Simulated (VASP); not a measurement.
# TiTe2 (P-3m1) in VASP: settings compared, part 2 of 2

VASP 6.6.1. Earlier steps stand in the parts before.

### 4 Relaxation of shape and atoms at fixed volume, BLYP+D3(BJ)

This run uses another cell than the first one, of 26.76 Å³/atom.

The input, INCAR:

```
SYSTEM = TiTe2
AGGAC = 1.0 ; AGGAX = 1.0
ALDAC = 0.0 ; ALDAX = 1.0
ALGO = Normal ; EDIFF = 1E-6
EDIFFG = -0.02 ; ENCUT = 600
GGA = B5 ; IBRION = 2
ISIF = 4 ; ISMEAR = 0
IVDW = 12 ; LASPH = .True.
LCHARG = .False. ; LREAL = .False.
LWAVE = .False. ; NELM = 80
NSW = 60 ; PREC = Accurate
SIGMA = 0.05 ; VDW_A1 = 0.4298
VDW_A2 = 4.2359 ; VDW_S6 = 1.0
VDW_S8 = 2.6996
```

The input, KPOINTS:

```
k-points
0
Gamma
  8 8 4
  0 0 0
```

The input, POSCAR:

```
TiTe2
1.0
    3.7623956869      0.0000000000      0.0000000000
   -1.8811978435      3.2583302440      0.0000000000
    0.0000000000      0.0000000000      6.5485409933
Ti Te
1 2
Direct
    0.0000000000      0.0000000000      0.0000000000
    0.3333333333      0.6666666667      0.2622674887
    0.6666666667      0.3333333333      0.7377325113
```

Potentials or basis: VASP PAW PBE potentials, release 64 (Ti_sv, Te).

Run with:

```console
cat potpaw_PBE.64/Ti_sv/POTCAR potpaw_PBE.64/Te/POTCAR > POTCAR
mpirun -np 1 vasp_std > vasp.out
```

OUTCAR:

```text
SYSTEM = TiTe2
   EDIFF = 1E-6
   EDIFFG = -0.02
   ENCUT = 600
   GGA = B5
   IBRION = 2
   ISIF = 4
   ISMEAR = 0
   IVDW = 12
   LASPH = .True.
   LREAL = .False.
   NELM = 80
   NSW = 60
   PREC = Accurate
 IVDW          = 12

 ion  position               nearest neighbor table
   1  0.000  0.000  0.000-   2 2.77   3 2.77   3 2.77   2 2.77   3 2.77   2 2.77
   2  0.333  0.667  0.262-   1 2.77   1 2.77   1 2.77
   3  0.667  0.333  0.738-   1 2.77   1 2.77   1 2.77

  LATTYP: Found a hexagonal cell.
 ALAT       =     3.7623956869
 C/A-ratio  =     1.7405242665

  Lattice vectors:

 A1 = (   3.7623956869,   0.0000000000,   0.0000000000)
 A2 = (  -1.8811978435,   3.2583302440,   0.0000000000)
 A3 = (   0.0000000000,   0.0000000000,   6.5485409933)

Analysis of symmetry for initial positions (statically):
=====================================================================
 Subroutine PRICEL returns:
 Original cell was already a primitive cell.

 Routine SETGRP: Setting up the symmetry group for a
 hexagonal supercell.

 Subroutine GETGRP returns: Found 12 space group operations
 (whereof 12 operations were pure point group operations)
 out of a pool of 24 trial point group operations.

The static configuration has the point symmetry D_3d.

Analysis of symmetry for dynamics (positions and initial velocities):
[... 148 lines left out ...]
  volume of cell :       80.28
 maximum number of plane-waves:      2714
   NGX = 15   NGY = 15   NGZ = 27

--------------------------------------- Ionic step        1  -------------------------------------------

 number of electron      24.0000004 magnetization

 Free energy of the ion-electron system (eV)
  ---------------------------------------------------
  ext. energy  EPLUGINS =         0.00000000
  ---------------------------------------------------
  free energy    TOTEN  =       -13.86611132 eV

  energy without entropy =      -13.86386435  energy(sigma->0) =      -13.86498783

------------------------ aborting loop because EDIFF is reached ----------------------------------------

 Edisp (eV)   -3.46865

 E8    (eV) :    -2.6243
[... 196 lines left out ...]
--------------------------------------- Ionic step        6  -------------------------------------------

 number of electron      23.9999998 magnetization

 Free energy of the ion-electron system (eV)
  ---------------------------------------------------
  ext. energy  EPLUGINS =         0.00000000
  ---------------------------------------------------
  free energy    TOTEN  =       -13.87341193 eV

  energy without entropy =      -13.87177346  energy(sigma->0) =      -13.87259269

 E-fermi :   7.2566     XC(G=0):  -9.2440

 val. band max:        7.2489973293   @ k =   0.3750   0.0000   0.5000
 cond. band min:       7.2605521848   @ k =   0.5000   0.0000   0.2500
 fundamental gap:      0.0115548555
 Fermi energy:         7.2565921314

 k-point     1 :       0.0000    0.0000    0.0000
  band No.  band energies     occupation
      1     -50.0444      2.00000
      2     -26.4615      2.00000
      3     -26.4615      2.00000
      4     -26.4235      2.00000
      5      -5.0987      2.00000
      6      -3.5655      2.00000
[... 433 lines left out ...]
      3     -26.4777      2.00000
      4     -26.4145      2.00000
      5      -3.5007      2.00000
      6      -3.1439      2.00000
[... 8 lines left out ...]
     15       8.4836      0.00000
     16       9.3056      0.00000

 [... further k-points ...]

------------------------ aborting loop because EDIFF is reached ----------------------------------------

 Edisp (eV)   -3.46991

 E8    (eV) :    -2.6254
[... 26 lines left out ...]
  FREE ENERGIE OF THE ION-ELECTRON SYSTEM (eV)
  ---------------------------------------------------
  free  energy   TOTEN  =       -17.3433257474 eV

  energy  without entropy=      -17.3416872684  energy(sigma->0) =      -17.34250651

 reached required accuracy - stopping structural energy minimisation
```

OSZICAR:

```text
N       E                     dE             d eps       ncg     rms          rms(c)
DAV:   1     0.190546674279E+03    0.19055E+03   -0.11951E+04  1120   0.156E+03
DAV:   2     0.337408770952E+01   -0.18717E+03   -0.18585E+03  1192   0.357E+02
DAV:   3    -0.154280025824E+02   -0.18802E+02   -0.18378E+02  1872   0.961E+01
[... 51 lines left out ...]
DAV:   1    -0.138733987238E+02    0.11819E-04   -0.79498E-03  1120   0.493E-01    0.483E-02
DAV:   2    -0.138734221346E+02   -0.23411E-04   -0.46133E-04  1320   0.141E-01    0.333E-02
DAV:   3    -0.138734148835E+02    0.72511E-05   -0.14547E-04  1616   0.781E-02    0.158E-02
DAV:   4    -0.138734125262E+02    0.23573E-05   -0.18176E-05  1392   0.250E-02    0.122E-02
DAV:   5    -0.138734119342E+02    0.59203E-06   -0.16459E-06   592   0.109E-02
   6 F= -.17343326E+02 E0= -.17342507E+02  d E =-.816235E-03
```

CONTCAR:

```text
TiTe2
   1.00000000000000
     3.8011940179468926    0.0000000000026895    0.0000000000000000
    -1.9005970090216329    3.2919305843050961   -0.0000000000000000
     0.0000000000000000    0.0000000000000000    6.4155428792534428
  Ti              Te
     1     2
Direct
     0.0000000000000000    0.0000000000000000    0.0000000000000000
     0.3333333332999970    0.6666666667000030    0.2650376121768150
     0.6666666667000030    0.3333333332999970    0.7349623878231848

  0.00000000E+00  0.00000000E+00  0.00000000E+00
  0.00000000E+00  0.00000000E+00  0.00000000E+00
  0.00000000E+00  0.00000000E+00  0.00000000E+00
```

It took 4.6 min on 1 thread of Intel Xeon Platinum 8259CL at 2.50GHz (Skylake/Cascade Lake), shared host; peak memory 0.25 GiB.

Results:

```
Free energy                : -17.3433 eV
Energy gained by relaxing  : 2.9 meV/atom
Ionic steps                : 6
Pressure after relaxing    : -1.9 GPa
Band gap on the k mesh     : zero (bands 12 and 13 overlap by 0.60 eV)
Dispersion energy per atom : -1.157 eV
```

Step by step:
```tsv
step	energy change (eV)	largest force (eV/Å)	pressure (GPa)	volume (Å³)
1	0.0000	0.0671	-1.42	80.28
2	-0.0046	0.0748	-1.47	80.28
3	-0.0076	0.0965	-1.60	80.28
4	-0.0077	0.0930	-1.58	80.28
5	-0.0085	0.0247	-1.80	80.28
6	-0.0086	0.0010	-1.89	80.28
```

Final structure:
```xyz
3
Lattice="3.8012 0.0000 0.0000 -1.9006 3.2919 0.0000 0.0000 0.0000 6.4155" Properties=species:S:1:pos:R:3 pbc="T T T"
Ti    0.0000    0.0000    0.0000
Te    0.0000    2.1946    1.7004
Te    1.9006    1.0973    4.7152
```

Levels at points of the mesh, in eV from the Fermi level:
```tsv
k point	band 8	band 9	band 10	band 11	band 12	band 13	band 14	band 15	band 16
(0.00, 0.00, 0.00)	-1.75	-1.75	0.35	0.35	0.40	0.70	0.97	0.97	2.91
(0.50, 0.00, 0.00)	-3.50	-2.66	-2.33	-1.78	-1.20	0.06	1.05	1.39	2.38
(0.00, 0.00, 0.50)	-2.57	-1.67	-1.67	0.34	0.34	0.61	0.61	1.04	3.37
(0.50, 0.00, 0.50)	-4.42	-2.36	-2.08	-0.86	-0.61	-0.20	1.05	1.36	2.47
```

Caveat: the PAW data sets were made with another functional, which shifts forces and pressure a little; spin-orbit coupling is left out, which moves the levels of the heavy elements.

### 5 The runs side by side

| level | cell | gap on the mesh (eV) | pressure (GPa) |
| --- | --- | --- | --- |
| PBE+D3(BJ) | relaxed from a = 3.749, b = 3.749, c = 6.449 Å, angles 90.0, 90.0, 120.0°, 3 atoms, atomic positions A | none | -1.5 |
| BLYP+D3(BJ) | relaxed from a = 3.794, b = 3.794, c = 6.375 Å, angles 90.0, 90.0, 120.0°, 3 atoms, atomic positions A | none | -1.5 |
| BLYP+D3(BJ) | relaxed from a = 3.762, b = 3.762, c = 6.549 Å, angles 90.0, 90.0, 120.0°, 3 atoms, atomic positions B | none | -1.9 |

Alike in all rows: task relaxation of shape and atoms at fixed volume; potentials or basis VASP PAW PBE potentials, release 64 (Ti_sv, Te); no spin polarisation; k mesh 8 × 8 × 4; cutoff (eV) 600; smearing gaussian 0.05 eV.

Caveats: spin-orbit coupling is left out, which moves the levels of the heavy elements; the PAW data sets were made with another functional, which shifts forces and pressure a little (at least some runs).

Total energies depend on the potentials used, so only differences within one code and one set of settings carry meaning.
